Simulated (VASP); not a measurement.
# AlN (I4/mmm) in VASP: a series of runs

Runs on AlN. Level: LDA. Tasks: single point.

All numbers are computed with VASP 6.6.1; they aren't measurements. Logs are shortened: lines on timing, memory, paths and dates and some standing lists are left out, and cuts for length are marked.

## 1. The cell of the first run

The structure is tetragonal, space group I4/mmm (No. 139). Conventional cell: a = 2.797 Å, b = 2.797 Å, c = 3.916 Å, α = 90.00°, β = 90.00°, γ = 90.00°. Within 2.6 Å of Al (site symmetry 4/mmm) lie 6 N at 1.96 to 1.98 Å. Within 2.6 Å of N (site symmetry 4/mmm) lie 6 Al at 1.96 to 1.98 Å.

## 2. Single point, LDA (zz strain of -1 %)

The input, INCAR:

```
PREC = Accurate ; ENCUT = 520
EDIFF = 1E-6 ; ISMEAR = -1
SIGMA = 0.01 ; LREAL = False
LASPH = True ; NELM = 100
ALGO = Normal ; ISIF = 2
LWAVE = False ; LCHARG = True
GGA = CA ; LELF = True
LVHAR = True ; NBANDS = 11
```

The input, KPOINTS:

```
regular mesh
0
Gamma
  12 12 12
```

The input, POSCAR:

```
AlN
1.0
    0.0000000000      1.9780000000      1.9582200000
    1.9780000000      0.0000000000      1.9582200000
    1.9780000000      1.9780000000      0.0000000000
Al N
1 1
Direct
    0.0000000000      0.0000000000      0.0000000000
    0.5000000000      0.5000000000      0.5000000000
```

Potentials or basis: VASP PAW LDA potentials, release 64 (Al, N).

Run with:

```sh
$ cat potpaw_LDA.64/Al/POTCAR potpaw_LDA.64/N/POTCAR > POTCAR
$ mpirun -np 1 vasp_std > vasp.out
```

OUTCAR:

```text
PREC = Accurate
   ENCUT = 520
   EDIFF = 1E-6
   ISMEAR = -1
   LREAL = False
   LASPH = True
   NELM = 100
   ISIF = 2
   GGA = CA

 ion  position               nearest neighbor table
   1  0.000  0.000  0.000-   2 1.96   2 1.96   2 1.98   2 1.98   2 1.98   2 1.98
   2  0.500  0.500  0.500-   1 1.96   1 1.96   1 1.98   1 1.98   1 1.98   1 1.98

  LATTYP: Found a body centered tetragonal cell.
 ALAT       =     2.7973144264
 C/A-ratio  =     1.4000714267

  Lattice vectors:

 A1 = (   0.0000000000,  -1.9780000000,  -1.9582200000)
 A2 = (   0.0000000000,   1.9780000000,  -1.9582200000)
 A3 = (   1.9780000000,   0.0000000000,   1.9582200000)

Analysis of symmetry for initial positions (statically):
=====================================================================
 Subroutine PRICEL returns:
 Original cell was already a primitive cell.

 Routine SETGRP: Setting up the symmetry group for a
 body centered tetragonal supercell.

 Subroutine GETGRP returns: Found 16 space group operations
 (whereof 16 operations were pure point group operations)
 out of a pool of 16 trial point group operations.

The static configuration has the point symmetry D_4h.

Analysis of symmetry for dynamics (positions and initial velocities):
=====================================================================
 Subroutine PRICEL returns:
 Original cell was already a primitive cell.

 Routine SETGRP: Setting up the symmetry group for a
 body centered tetragonal supercell.

 Subroutine GETGRP returns: Found 16 space group operations
 (whereof 16 operations were pure point group operations)
 out of a pool of 16 trial point group operations.

The dynamic configuration has the point symmetry D_4h.

 Subroutine INISYM returns: Found 16 space group operations
 (whereof 16 operations are pure point group operations),
 and found     1 'primitive' translations

----------------------------------------------------------------------------------------

                                     Primitive cell

  volume of cell :      15.3230

  direct lattice vectors                    reciprocal lattice vectors
     0.000000000  1.978000000  1.958220000    -0.252780586  0.252780586  0.255333926
     1.978000000  0.000000000  1.958220000     0.252780586 -0.252780586  0.255333926
     1.978000000  1.978000000  0.000000000     0.252780586  0.252780586 -0.255333926

  length of vectors
     2.783362996  2.783362996  2.797314426     0.439307937  0.439307937  0.439307937

  position of ions in fractional coordinates (direct lattice)
     0.000000000  0.000000000  0.000000000
     0.500000000  0.500000000  0.500000000

  ion indices of the primitive-cell ions
   primitive index   ion index
                 1           1
                 2           2

----------------------------------------------------------------------------------------

 KPOINTS: regular mesh

Automatic generation of k-mesh.
 Grid dimensions read from file:
 generate k-points for:   12   12   12

 Generating k-lattice:

  Cartesian coordinates                     Fractional coordinates (reciprocal lattice)
    -0.021065049  0.021065049  0.021277827     0.083333333  0.000000000  0.000000000
     0.021065049 -0.021065049  0.021277827     0.000000000  0.083333333  0.000000000
     0.021065049  0.021065049 -0.021277827     0.000000000  0.000000000  0.083333333

  Length of vectors
     0.036608995  0.036608995  0.036608995

  Shift w.r.t. Gamma in fractional coordinates (k-lattice)
     0.000000000  0.000000000  0.000000000

 Subroutine IBZKPT returns following result:
 ===========================================

 Found    163 irreducible k-points:

 Following reciprocal coordinates:
            Coordinates               Weight
  0.000000  0.000000  0.000000      1.000000
  0.083333  0.000000  0.000000      8.000000
  0.166667  0.000000  0.000000      8.000000
  0.250000  0.000000  0.000000      8.000000
  0.333333  0.000000  0.000000      8.000000
  0.416667  0.000000  0.000000      8.000000
[... 16 lines left out ...]
  0.500000  0.166667  0.000000      8.000000
 -0.416667  0.166667  0.000000      8.000000
 [... further k-points ...]
   k-points           NKPTS =    163   k-points in BZ     NKDIM =    163   number of bands    NBANDS=     11
   number of dos      NEDOS =    301   number of ions     NIONS =      2
   total plane-waves  NPLWV =  13824
   dimension x,y,z NGX =    24 NGY =   24 NGZ =   24
   dimension x,y,z NGXF=    48 NGYF=   48 NGZF=   48
   ions per type =               1   1
   NGX,Y,Z   is equivalent  to a cutoff of  14.33, 14.33, 14.26 a.u.
   NGXF,Y,Z  is equivalent  to a cutoff of  28.67, 28.67, 28.53 a.u.
 SYSTEM =  unknown system
   PREC   = accura    normal or accurate (medium, high low for compatibility)
   ISTART =      0    job   : 0-new  1-cont  2-samecut
   ICHARG =      2    charge: 1-file 2-atom 10-const
   ISPIN  =      1    spin polarized calculation?
   LNONCOLLINEAR =      F non collinear calculations
   LSORBIT =      F    spin-orbit coupling
   LASPH  =      T    aspherical Exc in radial PAW
   ENCUT  =  520.0 eV  38.22 Ry    6.18 a.u.   5.18  5.18  5.20*2*pi/ulx,y,z
   NELM   =    100;   NELMIN=  2; NELMDL= -5     # of ELM steps
   EDIFF  = 0.1E-05   stopping-criterion for ELM
   LREAL  =      F    real-space projection
   EDIFFG = 0.1E-04   stopping-criterion for IOM
   NSW    =      0    number of steps for IOM
   IBRION =     -1    ionic relax: 0-MD 1-quasi-New 2-CG
   NFREE  =      0    steps in history (QN), initial steepest desc. (CG)
   ISIF   =      2    stress and relaxation
   ISYM   =      2    0-nonsym 1-usesym 2-fastsym
   POTIM  = 0.5000    time-step for ionic-motion
   TEBEG  =    0.0;   TEEND  =   0.0 temperature during run
   PSTRESS=    0.0 pullay stress
   NELECT =       8.0000    total number of electrons
   NUPDOWN=      -1.0000    fix difference up-down
   EMIN   =  10.00;   EMAX   =-10.00  energy-range for DOS
   EFERMI =   0.00;   METHOD = LEGACY
   ISMEAR =    -1;   SIGMA  =   0.01  broadening in eV -4-tet -1-fermi 0-gaus
   EFERMI_NEDOS =   21; number of points for ismear=-14 and -15
   IALGO  =     38    algorithm
   IMIX   =      4    mixing-type and parameters
     AMIX     =   0.40;   BMIX     =  1.00
     AMIX_MAG =   1.60;   BMIX_MAG =  1.00
  volume/ion in A,a.u.               =       7.66        51.70
  Fermi-wavevector in a.u.,A,eV,Ry     =   1.318227  2.491087 23.643142  1.737722
  Thomas-Fermi vector in A             =   2.448212
   LORBIT       =      0    0 simple, 1 ext, 2 COOP (PROOUT), +10 PAW based schemes
   GGA     = CA    functional components
   LHFCALC =     F    Hartree Fock is set to
   AEXX    =    0.0000 exact exchange contribution
   IVDW    =     0    specifies the selected vdW correction
   LEPSILON=     F    determine dielectric tensor
   LRPA    =     F    only Hartree local field effects (RPA)
 non-spin polarized calculation
  energy-cutoff  :      520.00
  volume of cell :       15.32
 maximum number of plane-waves:       436
 NGX is ok and might be reduce to    24
   NGX = 11   NGY = 11   NGZ = 11

 number of electron       8.0000000 magnetization

 Free energy of the ion-electron system (eV)
  ---------------------------------------------------
  ext. energy  EPLUGINS =         0.00000000
  ---------------------------------------------------
  free energy    TOTEN  =       -16.18677186 eV

  energy without entropy =      -16.18677186  energy(sigma->0) =      -16.18677186

 E-fermi :  10.9423     XC(G=0): -12.9316

 val. band max:       10.7488915996   @ k =   0.0000   0.0000   0.0000
 cond. band min:      15.7050999039   @ k =   0.5000   0.5000   0.0000
 fundamental gap:      4.9562083043
 Fermi energy:        10.9423346784

 k-point     1 :       0.0000    0.0000    0.0000
  band No.  band energies     occupation
      1      -7.3919      2.00000
      2      10.6771      2.00000
      3      10.7489      2.00000
      4      10.7489      2.00000
      5      17.6296      0.00000
      6      22.9324      0.00000
      7      22.9324      0.00000
      8      23.0733      0.00000
      9      28.4150      0.00000
     10      28.7371      0.00000
     11      29.0903      0.00000

 k-point     2 :       0.0833    0.0000    0.0000
  band No.  band energies     occupation
      1      -7.2372      2.00000
      2       9.9957      2.00000
      3      10.6075      2.00000
      4      10.6451      2.00000
      5      18.0404      0.00000
      6      22.2916      0.00000
      7      23.1757      0.00000
      8      23.2737      0.00000
      9      27.5966      0.00000
     10      27.8972      0.00000
     11      29.5685      0.00000

 k-point     3 :       0.1667    0.0000    0.0000
  band No.  band energies     occupation
      1      -6.7814      2.00000
      2       8.2869      2.00000
      3      10.3602      2.00000
      4      10.3786      2.00000
      5      18.5402      0.00000
      6      21.7427      0.00000
      7      23.5731      0.00000
      8      23.7160      0.00000
      9      26.6918      0.00000
     10      26.8927      0.00000
     11      29.4885      0.00000

 k-point     4 :       0.2500    0.0000    0.0000
  band No.  band energies     occupation
      1      -6.0540      2.00000
      2       6.2278      2.00000
      3      10.0479      2.00000
      4      10.0535      2.00000
      5      18.2699      0.00000
      6      22.4531      0.00000
      7      23.2950      0.00000
      8      23.5248      0.00000
      9      27.3234      0.00000
     10      27.3832      0.00000
     11      28.7492      0.00000
[... 239 lines left out ...]
 k-point    22 :       0.4167    0.1667    0.0000
  band No.  band energies     occupation
      1      -4.3439      2.00000
      2       3.9091      2.00000
      3       8.2545      2.00000
      4       8.9051      2.00000
      5      18.3708      0.00000
      6      21.0384      0.00000
      7      22.4753      0.00000
      8      24.1299      0.00000
      9      28.0730      0.00000
     10      31.7339      0.00000
     11      32.3434      0.00000

 k-point    23 :       0.5000    0.1667    0.0000
  band No.  band energies     occupation
      1      -3.5715      2.00000
      2       2.6948      2.00000
      3       7.7773      2.00000
      4       8.9248      2.00000
      5      18.3626      0.00000
      6      20.8211      0.00000
      7      23.5494      0.00000
      8      23.7283      0.00000
      9      28.8636      0.00000
     10      31.6729      0.00000
     11      32.7513      0.00000

 k-point    24 :      -0.4167    0.1667    0.0000
  band No.  band energies     occupation
      1      -3.4476      2.00000
      2       2.5277      2.00000
      3       7.4770      2.00000
      4       9.1103      2.00000
      5      18.6098      0.00000
      6      20.7912      0.00000
      7      23.2138      0.00000
      8      24.1999      0.00000
      9      29.6829      0.00000
     10      31.0808      0.00000
     11      31.6801      0.00000

 [... further k-points ...]
[... 5 lines left out ...]
  --------------------------------------------------------------------------------------
  -------------------------------------------------------------------------------------
  Total        1.4556780      1.4556780      1.8675429      0.0000000      0.0000000      0.0000000
  in kB      152.2060303    152.2060303    195.2707158      0.0000000      0.0000000      0.0000000
  external PRESSURE =     166.5609255 kB  Pullay stress =       0.0000000 kB

 VOLUME and BASIS-vectors are now :
 -----------------------------------------------------------------------------
  energy-cutoff  :      520.00
  volume of cell :       15.32
      direct lattice vectors                 reciprocal lattice vectors
     0.000000000  1.978000000  1.958220000    -0.252780586  0.252780586  0.255333926
     1.978000000  0.000000000  1.958220000     0.252780586 -0.252780586  0.255333926
     1.978000000  1.978000000  0.000000000     0.252780586  0.252780586 -0.255333926

 POSITION                                       TOTAL-FORCE (eV/Angst)
 -----------------------------------------------------------------------------------
      0.00000      0.00000      0.00000        -0.000000      0.000000      0.000000
      1.97800      1.97800      1.95822         0.000000     -0.000000     -0.000000
 -----------------------------------------------------------------------------------
    total drift:                               -0.000000     -0.000000      0.000000

  FREE ENERGIE OF THE ION-ELECTRON SYSTEM (eV)
  ---------------------------------------------------
  free  energy   TOTEN  =       -16.1867718597 eV

  energy  without entropy=      -16.1867718597  energy(sigma->0) =      -16.18677186
```

Run time: 16 s. Hardware: 1 thread of Intel Xeon Platinum 8259CL at 2.50GHz (Skylake/Cascade Lake), shared host; peak memory 0.14 GiB.

Results:

| Item | Value |
| --- | --- |
| Free energy | -16.1868 eV |
| Pressure | 16.7 GPa |
| Band gap on the k mesh | 4.96 eV, indirect (least direct gap 6.88 eV) |

Caveat: the cell differs from its parent crystal (zz strain of -1 %). A k mesh can miss the band edges.

## 3. Single point, LDA (zz strain of +1 %)

The input, INCAR:

```
SYSTEM = AlN
PREC = Accurate ; ENCUT = 520
EDIFF = 1E-6 ; ISMEAR = -1
SIGMA = 0.01 ; LREAL = .False.
LASPH = .True. ; NELM = 80
ALGO = Normal ; ISIF = 2
LWAVE = .False. ; LCHARG = .False.
NBANDS = 11
```

The input, KPOINTS:

```
regular mesh
0
Gamma
  12 12 12
  0 0 0
```

The input, POSCAR:

```
AlN
1.0
    0.0000000000      1.9780000000      1.9977800000
    1.9780000000      0.0000000000      1.9977800000
    1.9780000000      1.9780000000      0.0000000000
Al N
1 1
Direct
    0.0000000000      0.0000000000      0.0000000000
    0.5000000000      0.5000000000      0.5000000000
```

Potentials or basis: VASP PAW LDA potentials, release 64 (Al, N).

Run with:

```sh
$ cat potpaw_LDA.64/Al/POTCAR potpaw_LDA.64/N/POTCAR > POTCAR
$ mpirun -np 1 vasp_std > vasp.out
```

It took 15 s on 1 thread of Intel Xeon Platinum 8259CL at 2.50GHz (Skylake/Cascade Lake), shared host; peak memory 0.14 GiB.

The run converged. Its results:

```
Free energy            : -16.2128 eV
Pressure               : 10.1 GPa
Band gap on the k mesh : 4.93 eV, indirect (least direct gap 6.55 eV)
```

Stress tensor (GPa, compression positive):
```
11.31  0.00  0.00
 0.00 11.31  0.00
 0.00  0.00  7.59
```

Levels at points of the mesh, in eV from the valence-band top:
| k point | band 1 | band 2 | band 3 | band 4 | band 5 | band 6 | band 7 | band 8 |
| --- | --- | --- | --- | --- | --- | --- | --- | --- |
| (0.00, 0.00, 0.00) | -17.97 | -0.07 | -0.07 | 0.00 | 6.55 | 12.06 | 12.19 | 12.19 |
| (0.50, 0.00, 0.00) | -14.40 | -8.76 | -1.26 | -1.21 | 6.43 | 11.10 | 11.33 | 13.91 |
| (0.50, 0.50, 0.00) | -13.37 | -7.88 | -2.95 | -2.95 | 5.03 | 5.11 | 14.44 | 17.90 |
| (0.50, 0.00, 0.50) | -13.28 | -7.82 | -3.10 | -2.97 | 4.93 | 5.01 | 14.57 | 17.62 |

Caveat: the cell differs from its parent crystal (zz strain of +1 %).

(Part 1 of 2 ends here.)
